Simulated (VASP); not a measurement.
# Na (Pm-3m) in VASP: notebook

The runs below take Na through single point, relaxation of cell and atoms, with PBEsol.

Everything below comes from runs of VASP 6.6.1. Logs are shortened: lines on timing, memory, paths and dates and some standing lists are left out, and cuts for length are marked.

## Step 1: The cell of the first run

It takes space group Pm-3m (No. 221, cubic). The conventional cell has a = 3.126 Å, b = 3.126 Å, c = 3.126 Å, α = 90.00°, β = 90.00°, γ = 90.00°. Na (site symmetry m-3m) has 6 Na at 3.13 Å within 4.1 Å.

This isn't the form of Na at room conditions, which is bcc.

## Step 2: Single point, PBEsol (30.53 Å³/atom)

Input file INCAR:

```
SYSTEM = Na
PREC = Accurate ; ENCUT = 520
EDIFF = 1E-7 ; ISMEAR = -1
SIGMA = 0.08 ; LREAL = .FALSE.
LASPH = .TRUE. ; NELM = 100
ALGO = Normal ; ISIF = 2
LWAVE = .FALSE. ; LCHARG = .TRUE.
GGA = PS ; LELF = .TRUE.
LVHAR = .TRUE. ; NBANDS = 10
```

Input file KPOINTS:

```
Automatic mesh
0
G
  12 12 12
  0 0 0
```

Input file POSCAR:

```
Na
1.0
    3.1255190775      0.0000000000      0.0000000000
    0.0000000000      3.1255190775      0.0000000000
    0.0000000000      0.0000000000      3.1255190775
Na
1
Direct
    0.0000000000      0.0000000000      0.0000000000
```

Potentials or basis: VASP PAW PBE potentials, release 64 (Na_pv).

Command:

```sh
$ cat potpaw_PBE.64/Na_pv/POTCAR > POTCAR
$ mpirun -np 1 vasp_std > vasp.out
```

OUTCAR:

```text
SYSTEM = Na
   PREC = Accurate
   ENCUT = 520
   EDIFF = 1E-7
   ISMEAR = -1
   LREAL = .FALSE.
   LASPH = .TRUE.
   NELM = 100
   ISIF = 2
   GGA = PS

 ion  position               nearest neighbor table
   1  0.000  0.000  0.000-

  LATTYP: Found a simple cubic cell.
 ALAT       =     3.1255190775

  Lattice vectors:

 A1 = (   3.1255190775,   0.0000000000,   0.0000000000)
 A2 = (   0.0000000000,   3.1255190775,   0.0000000000)
 A3 = (   0.0000000000,   0.0000000000,   3.1255190775)

Analysis of symmetry for initial positions (statically):
=====================================================================
 Subroutine PRICEL returns:
 Original cell was already a primitive cell.

 Routine SETGRP: Setting up the symmetry group for a
 simple cubic supercell.

 Subroutine GETGRP returns: Found 48 space group operations
 (whereof 48 operations were pure point group operations)
 out of a pool of 48 trial point group operations.

The static configuration has the point symmetry O_h .

Analysis of symmetry for dynamics (positions and initial velocities):
=====================================================================
 Subroutine PRICEL returns:
 Original cell was already a primitive cell.

 Routine SETGRP: Setting up the symmetry group for a
 simple cubic supercell.

 Subroutine GETGRP returns: Found 48 space group operations
 (whereof 48 operations were pure point group operations)
 out of a pool of 48 trial point group operations.

The dynamic configuration has the point symmetry O_h .

 Subroutine INISYM returns: Found 48 space group operations
 (whereof 48 operations are pure point group operations),
 and found     1 'primitive' translations

----------------------------------------------------------------------------------------

                                     Primitive cell

  volume of cell :      30.5328

  direct lattice vectors                    reciprocal lattice vectors
     3.125519077  0.000000000  0.000000000     0.319946855  0.000000000  0.000000000
     0.000000000  3.125519077  0.000000000     0.000000000  0.319946855  0.000000000
     0.000000000  0.000000000  3.125519077     0.000000000  0.000000000  0.319946855

  length of vectors
     3.125519077  3.125519077  3.125519077     0.319946855  0.319946855  0.319946855

  position of ions in fractional coordinates (direct lattice)
     0.000000000  0.000000000  0.000000000

  ion indices of the primitive-cell ions
[... 77 lines left out ...]
   NSW    =      0    number of steps for IOM
   IBRION =     -1    ionic relax: 0-MD 1-quasi-New 2-CG
   NFREE  =      0    steps in history (QN), initial steepest desc. (CG)
   ISIF   =      2    stress and relaxation
   ISYM   =      2    0-nonsym 1-usesym 2-fastsym
   POTIM  = 0.5000    time-step for ionic-motion
   TEBEG  =    0.0;   TEEND  =   0.0 temperature during run
   PSTRESS=    0.0 pullay stress
   NELECT =       7.0000    total number of electrons
   NUPDOWN=      -1.0000    fix difference up-down
   EMIN   =  10.00;   EMAX   =-10.00  energy-range for DOS
   EFERMI =   0.00;   METHOD = LEGACY
   ISMEAR =    -1;   SIGMA  =   0.08  broadening in eV -4-tet -1-fermi 0-gaus
   EFERMI_NEDOS =   21; number of points for ismear=-14 and -15
   IALGO  =     38    algorithm
   IMIX   =      4    mixing-type and parameters
     AMIX     =   0.40;   BMIX     =  1.00
     AMIX_MAG =   1.60;   BMIX_MAG =  1.00
  volume/ion in A,a.u.               =      30.53       206.05
  Fermi-wavevector in a.u.,A,eV,Ry     =   1.001964  1.893437 13.659316  1.003931
  Thomas-Fermi vector in A             =   2.134420
   LORBIT       =      0    0 simple, 1 ext, 2 COOP (PROOUT), +10 PAW based schemes
   GGA     = PS    functional components
   LHFCALC =     F    Hartree Fock is set to
   AEXX    =    0.0000 exact exchange contribution
   IVDW    =     0    specifies the selected vdW correction
   LEPSILON=     F    determine dielectric tensor
   LRPA    =     F    only Hartree local field effects (RPA)
 non-spin polarized calculation
  energy-cutoff  :      520.00
  volume of cell :       30.53
 maximum number of plane-waves:       840
 NGX is ok and might be reduce to    24
   NGX = 11   NGY = 11   NGZ = 11

 number of electron       7.0000019 magnetization

 Free energy of the ion-electron system (eV)
  ---------------------------------------------------
  ext. energy  EPLUGINS =         0.00000000
  ---------------------------------------------------
  free energy    TOTEN  =        -1.23111078 eV

  energy without entropy =       -1.22073716  energy(sigma->0) =       -1.22592397

 E-fermi :   0.9451     XC(G=0):  -7.0352

 val. band max:        0.8729830137   @ k =   0.3333   0.2500   0.2500
 cond. band min:       0.9644577940   @ k =   0.5000   0.0833   0.0000
 fundamental gap:      0.0914747802
 Fermi energy:         0.9451477317

 k-point     1 :       0.0000    0.0000    0.0000
  band No.  band energies     occupation
      1     -23.9495      2.00000
      2     -23.9495      2.00000
      3     -23.9495      2.00000
      4      -2.7714      2.00000
      5      10.3157      0.00000
      6      10.3157      0.00000
      7      12.2974      0.00000
      8      12.2974      0.00000
      9      12.2974      0.00000
     10      15.9764      0.00000
[... 287 lines left out ...]
 k-point    24 :       0.4167    0.3333    0.0000
  band No.  band energies     occupation
      1     -24.0409      2.00000
      2     -24.0191      2.00000
      3     -23.9338      2.00000
      4       1.5777      0.00074
      5       4.0730      0.00000
      6       6.5091      0.00000
      7       9.0152      0.00000
      8      15.6643      0.00000
      9      16.7471      0.00000
     10      17.6148      0.00000

 [... further k-points ...]

------------------------ aborting loop because EDIFF is reached ----------------------------------------

  FORCE on cell =-STRESS in cart. coord.  units (eV):
  Direction    XX          YY          ZZ          XY          YZ          ZX
  --------------------------------------------------------------------------------------
  -------------------------------------------------------------------------------------
  Total        0.4587606      0.4587606      0.4587606      0.0000000      0.0000000     -0.0000000
  in kB       24.0729988     24.0729988     24.0729988      0.0000000      0.0000000     -0.0000000
  external PRESSURE =      24.0729988 kB  Pullay stress =       0.0000000 kB

 VOLUME and BASIS-vectors are now :
 -----------------------------------------------------------------------------
  energy-cutoff  :      520.00
  volume of cell :       30.53
      direct lattice vectors                 reciprocal lattice vectors
     3.125519077  0.000000000  0.000000000     0.319946855  0.000000000  0.000000000
     0.000000000  3.125519077  0.000000000     0.000000000  0.319946855  0.000000000
     0.000000000  0.000000000  3.125519077     0.000000000  0.000000000  0.319946855

 POSITION                                       TOTAL-FORCE (eV/Angst)
 -----------------------------------------------------------------------------------
      0.00000      0.00000      0.00000         0.000000      0.000000      0.000000
 -----------------------------------------------------------------------------------
    total drift:                                0.000000     -0.000000      0.000000

  FREE ENERGIE OF THE ION-ELECTRON SYSTEM (eV)
  ---------------------------------------------------
  free  energy   TOTEN  =        -1.2311107774 eV

  energy  without entropy=       -1.2207371560  energy(sigma->0) =       -1.22592397
```

stdout:

```text
POSCAR found type information on POSCAR Na
 POSCAR found :  1 types and       1 ions
 scaLAPACK will be used
 -----------------------------------------------------------------------------
|                                                                             |
|                                                                             |
|     You enforced a specific xc type in the INCAR file but a different       |
|     I HOPE YOU KNOW WHAT YOU ARE DOING!                                     |
|                                                                             |
 -----------------------------------------------------------------------------

 LDA part: xc-table for (Slater+PW92), standard interpolation
 POSCAR, INCAR and KPOINTS ok, starting setup
 FFT: planning ... GRIDC
 FFT: planning ... GRID_SOFT
 FFT: planning ... GRID
 WAVECAR not read
 entering main loop
```

Wall time 6.1 s (1 thread of Intel Xeon Platinum 8559C (Emerald Rapids), shared host); peak memory 0.14 GiB.

What came out:

* Free energy: -1.2311 eV
* Pressure: 2.4 GPa
* Band gap on the k mesh: zero (an odd number of electrons rules out a gap without spin polarisation)

Levels at points of the mesh, in eV from the Fermi level:
| k point | band 1 | band 2 | band 3 | band 4 | band 5 | band 6 | band 7 | band 8 |
| --- | --- | --- | --- | --- | --- | --- | --- | --- |
| (0.00, 0.00, 0.00) | -24.89 | -24.89 | -24.89 | -3.72 | 9.37 | 9.37 | 11.35 | 11.35 |
| (0.50, 0.00, 0.00) | -25.00 | -24.89 | -24.89 | -0.08 | 0.41 | 12.09 | 13.71 | 13.71 |
| (0.50, 0.50, 0.00) | -24.99 | -24.99 | -24.88 | 3.33 | 3.54 | 3.54 | 5.17 | 16.48 |
| (0.50, 0.50, 0.50) | -24.97 | -24.97 | -24.97 | 6.51 | 6.51 | 6.51 | 7.28 | 7.28 |

Caveat: the PAW data sets were made with another functional, which shifts forces and pressure a little.

## Step 3: Single point, PBEsol

This run uses another cell than the first one, of 39.14 Å³/atom.

Input file INCAR:

```
PREC = Accurate
ENCUT = 520
EDIFF = 1E-6
ISMEAR = -1
SIGMA = 0.08
LREAL = F
LASPH = T
NELM = 60
ALGO = Normal
ISIF = 2
LWAVE = F
LCHARG = T
GGA = PS
LELF = T
LVHAR = T
NBANDS = 10
```

Input file KPOINTS:

```
Automatic mesh
0
Gamma
  12 12 12
```

Input file POSCAR:

```
Na
1.0
    3.3953974633      0.0000000000      0.0000000000
    0.0000000000      3.3953974633      0.0000000000
    0.0000000000      0.0000000000      3.3953974633
Na
1
Direct
    0.0000000000      0.0000000000      0.0000000000
```

Potentials or basis: VASP PAW PBE potentials, release 64 (Na_pv).

Command:

```sh
$ cat potpaw_PBE.64/Na_pv/POTCAR > POTCAR
$ mpirun -np 1 vasp_std > vasp.out
```

Run time: 11 s. Hardware: 1 thread of Intel Xeon Platinum 8559C (Emerald Rapids), shared host; peak memory 0.16 GiB.

It converged, with:

```yaml
Free_energy: -1.2834 eV
Pressure: -0.1 GPa
Band_gap_on_the_k_mesh: zero (an odd number of electrons rules out a gap without spin polarisation)
```

Levels at points of the mesh, in eV from the Fermi level:
```
           k point  band 1  band 2  band 3  band 4  band 5  band 6  band 7  band 8
(0.00, 0.00, 0.00)  -25.00  -25.00  -25.00   -3.18    8.26    8.26    9.57    9.57
(0.50, 0.00, 0.00)  -25.05  -25.00  -25.00    0.02    0.19   10.56   11.96   11.96
(0.50, 0.50, 0.00)  -25.05  -25.05  -24.99    2.97    2.97    3.17    4.04   14.31
(0.50, 0.50, 0.50)  -25.04  -25.04  -25.04    5.85    5.85    5.85    5.99    5.99
```

Caveat: the PAW data sets were made with another functional, which shifts forces and pressure a little.

## Step 4: Single point, PBEsol (39.14 Å³/atom)

This run uses another cell than the first one, of 39.14 Å³/atom.

Input file INCAR:

```
SYSTEM = Na
ALGO     = Normal         ! electronic algorithm
EDIFF    = 1E-6           ! SCF threshold, eV
ENCUT    = 520            ! plane-wave cutoff, eV
GGA      = PS             ! functional
ISIF     = 2              ! what is computed and relaxed
ISMEAR   = -1             ! smearing method
LASPH    = .True.         ! aspherical terms in the spheres
LCHARG   = .False.        ! write CHGCAR
LREAL    = .False.        ! projectors in reciprocal space
LWAVE    = .False.        ! write WAVECAR
NBANDS   = 10             ! bands
NELM     = 80             ! most SCF steps
PREC     = Accurate       ! precision mode
SIGMA    = 0.08           ! smearing width, eV
```

Input file KPOINTS:

```
k-points
0
Gamma
  12 12 12
  0 0 0
```

POSCAR is that of step 3.

Command:

```sh
$ cat potpaw_PBE.64/Na_pv/POTCAR > POTCAR
$ mpirun -np 1 vasp_std > vasp.out
```

Run time: 11 s. Hardware: 1 thread of Intel Xeon Platinum 8559C (Emerald Rapids), shared host; peak memory 0.16 GiB.

Results (log left out):

```yaml
Free_energy: -1.2834 eV
Pressure: -0.1 GPa
Band_gap_on_the_k_mesh: zero (an odd number of electrons rules out a gap without spin polarisation)
```

Levels at points of the mesh, in eV from the Fermi level:
```tsv
k point	band 1	band 2	band 3	band 4	band 5	band 6	band 7	band 8
(0.00, 0.00, 0.00)	-25.00	-25.00	-25.00	-3.18	8.26	8.26	9.57	9.57
(0.50, 0.00, 0.00)	-25.05	-25.00	-25.00	0.02	0.19	10.56	11.96	11.96
(0.50, 0.50, 0.00)	-25.05	-25.05	-24.99	2.97	2.97	3.17	4.04	14.31
(0.50, 0.50, 0.50)	-25.04	-25.04	-25.04	5.85	5.85	5.85	5.99	5.99
```

Caveat: the PAW data sets were made with another functional, which shifts forces and pressure a little.

## Step 5: Relaxation of cell and atoms, PBEsol

This run uses another cell than the first one, of 39.14 Å³/atom.

Input file INCAR:

```
SYSTEM = Na
ALGO = Normal
EDIFF = 1E-6
EDIFFG = -0.005
ENCUT = 600
GGA = PS
IBRION = 2
ISIF = 3
ISMEAR = -1
LASPH = .True.
LCHARG = .False.
LREAL = .False.
LWAVE = .False.
NELM = 80
NSW = 60
PREC = Accurate
SIGMA = 0.08
```

KPOINTS is that of step 4.

POSCAR is that of step 4.

Command:

```sh
$ cat potpaw_PBE.64/Na_pv/POTCAR > POTCAR
$ mpirun -np 1 vasp_std > vasp.out
```

Run time: 11 s. Hardware: 1 thread of Intel Xeon Platinum 8559C (Emerald Rapids), shared host; peak memory 0.16 GiB.

It converged, with:

```yaml
Free_energy: -1.2835 eV
Relaxed_volume: 39.05 Å³/atom
Relaxed_cell: a = 3.393 Å, b = 3.393 Å, c = 3.393 Å, α = 90.00°, β = 90.00°, γ = 90.00°
Space_group_after_relaxing_to_0.1_Å: Pm-3m (No. 221)
Energy_gained_by_relaxing: 0.0 meV/atom
Ionic_steps: 2
Pressure_after_relaxing: 0.0 GPa
Band_gap_on_the_k_mesh: zero (an odd number of electrons rules out a gap without spin polarisation)
```

Final structure:
```
Na
1.0
     3.39268    0.00000    0.00000
     0.00000    3.39268    0.00000
     0.00000    0.00000    3.39268
Na
1
Direct
  0.00000 0.00000 0.00000
```

Levels at points of the mesh, in eV from the Fermi level:
| k point | band 1 | band 2 | band 3 | band 4 | band 5 | band 6 | band 7 |
| --- | --- | --- | --- | --- | --- | --- | --- |
| (0.00, 0.00, 0.00) | -25.00 | -25.00 | -25.00 | -3.18 | 8.27 | 8.27 | 9.59 |
| (0.50, 0.00, 0.00) | -25.05 | -25.00 | -25.00 | 0.02 | 0.19 | 10.57 | 11.98 |
| (0.50, 0.50, 0.00) | -25.05 | -25.05 | -24.99 | 2.98 | 2.98 | 3.17 | 4.05 |
| (0.50, 0.50, 0.50) | -25.04 | -25.04 | -25.04 | 5.86 | 5.86 | 5.86 | 6.00 |

Caveat: the PAW data sets were made with another functional, which shifts forces and pressure a little.

## Step 6: Summary

```csv
task,cell,cutoff (eV),gap on the mesh (eV),pressure (GPa)
single point,"a = 3.126 Å, 1 atom",520,none,2.4
single point,"a = 3.395 Å, 1 atom",520,none,-0.1
relaxation of cell and atoms,"relaxed from a = 3.395 Å, 1 atom",600,none,0.0
```

Alike in all rows: level PBEsol; potentials or basis VASP PAW PBE potentials, release 64 (Na_pv); no spin polarisation; k mesh 12 × 12 × 12; smearing fermi-dirac 0.08 eV.

Caveats: the PAW data sets were made with another functional, which shifts forces and pressure a little.

Absolute energies hang on the potentials; compare differences alone.

The gap in the log of VASP goes by the Fermi energy; the results here count the filled bands.